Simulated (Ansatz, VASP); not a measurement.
# HfO2 in VASP and in Ansatz

```
Hf O
1.0
     3.57682    0.00000    0.00000
     0.00000    3.57682    0.00000
     0.00000    0.00000    5.88526
Hf O
2 4
Direct
  0.50000 0.50000 0.50000
  0.00000 0.00000 0.00000
  0.00000 0.50000 0.69616
  0.50000 0.00000 0.80384
  0.50000 0.00000 0.30384
  0.00000 0.50000 0.19616
```

Change from the starting cell: strain +0.1312 x Voigt [0, 0, 1, 0, 0, 0], atoms carried along.

Alike in both runs: task single point; functional r2SCAN; k mesh 6 × 6 × 6; occupations gaussian, width 0.05 eV; no spin polarisation.

|  | VASP | Ansatz |
| --- | --- | --- |
| version | VASP 6.6.1 | Ansatz 0.2.0 |
| potentials or method | VASP PAW PBE potentials, release 64 (Hf_pv, O), cutoff 520 eV | scalar-relativistic, plane waves, PAW |
| valence electrons in the cell | 44 | 76 |

Ansatz gave:

```
gap on the k mesh at the Fermi level (eV)                     : 4.41
least direct gap on the mesh (eV)                             : 4.43
pressure (GPa)                                                : -22.5
traceless stress, the component that is largest in VASP (GPa) : -21.89
rms of the force components (eV/Å)                            : 0.677
```

Question: What did VASP give for the same quantities?

Answer: gap on the k mesh at the Fermi level (eV): 4.36; least direct gap on the mesh (eV): 4.38; pressure (GPa): -25.1; traceless stress, the component that is largest in VASP (GPa): -22.05; rms of the force components (eV/Å): 0.717.

VASP's potentials were made for PBE, not for r2SCAN. Atom by atom the forces differ by 0.040 eV/Å (rms over components). The functional is the same, so the differences come from potentials, cutoffs and numerics. VASP's potentials hold 44 valence electrons a cell and Ansatz's 76, so a difference there can come from the potentials and not from the codes.

Spin-orbit coupling is off throughout.
